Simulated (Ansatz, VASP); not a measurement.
**Two plane-wave programs on C**

File INCAR:

```
ALGO     = Normal         # electronic algorithm
EDIFF    = 1E-6           # SCF threshold, eV
ENCUT    = 520            # plane-wave cutoff, eV
GGA      = PE             # functional
ISIF     = 2              # what is computed and relaxed
ISMEAR   = 0              # smearing method
IVDW     = 12             # dispersion correction
LASPH    = True           # aspherical terms in the spheres
LCHARG   = False          # write CHGCAR
LREAL    = False          # projectors in reciprocal space
LWAVE    = False          # write WAVECAR
NBANDS   = 11             # bands
NELM     = 80             # most SCF steps
PREC     = Accurate       # precision mode
SIGMA    = 0.05           # smearing width, eV
```

KPOINTS

```
k-points
0
Gamma
  15 15 15
```

POSCAR

```
C
1.0
    1.2427105179      0.7174792520      3.3888323960
   -1.2427105179      0.7174792520      3.3888323960
    0.0000000000     -1.4349585041      3.3888323960
C
2
Direct
    0.1703644086      0.1703644086      0.1703644086
    0.8296355914      0.8296355914      0.8296355914
```

Input for Ansatz:

```yaml
crystal:
  lattice:
    - [1.2427105179, 0.717479252, 3.388832396]
    - [-1.2427105179, 0.717479252, 3.388832396]
    - [0.0, -1.4349585041, 3.388832396]
  atoms:
    - { symbol: C, position: [0.1703644086, 0.1703644086, 0.1703644086] }
    - { symbol: C, position: [0.8296355914, 0.8296355914, 0.8296355914] }
basis:
  ecutwfc: 520.0
kpoints:
  mp_grid: { grid: [15, 15, 15] }
hamiltonian:
  xc: pbe
  pseudopotentials: { kind: paw, azcp: { folder: soft_1 } }
  dispersion: d3bj
scf:
  occupations: { method: gaussian, width: 0.05 }
output:
  forces: true
  stress: true
  eigenvalues: true
```

Change from the starting cell: mode 4 frozen in at +0.038 Å, equal normal strain along x, y and z +0.0083.

Alike in both runs: task single point; functional PBE; dispersion D3(BJ); k mesh 15 × 15 × 15; occupations gaussian, width 0.05 eV; no spin polarisation.

|  | VASP | Ansatz |
| --- | --- | --- |
| version | VASP 6.6.1 | Ansatz 0.2.0 |
| potentials or method | VASP PAW PBE potentials, release 64 (C), cutoff 520 eV | scalar-relativistic, plane waves, PAW |
| valence electrons in the cell | 8 | 8 |

VASP gave:

```
gap on the k mesh at the Fermi level (eV)                     : 0.52
least direct gap on the mesh (eV)                             : 0.52
pressure (GPa)                                                : -6.8
traceless stress, the component that is largest in VASP (GPa) : 5.72
rms of the force components (eV/Å)                            : 0.732
```

Problem. What did Ansatz give for the same quantities?

Solution. gap on the k mesh at the Fermi level (eV): 0.52; least direct gap on the mesh (eV): 0.52; pressure (GPa): -7.2; traceless stress, the component that is largest in VASP (GPa): 6.23; rms of the force components (eV/Å): 0.734.

Atom by atom the forces differ by 0.003 eV/Å (rms over components).
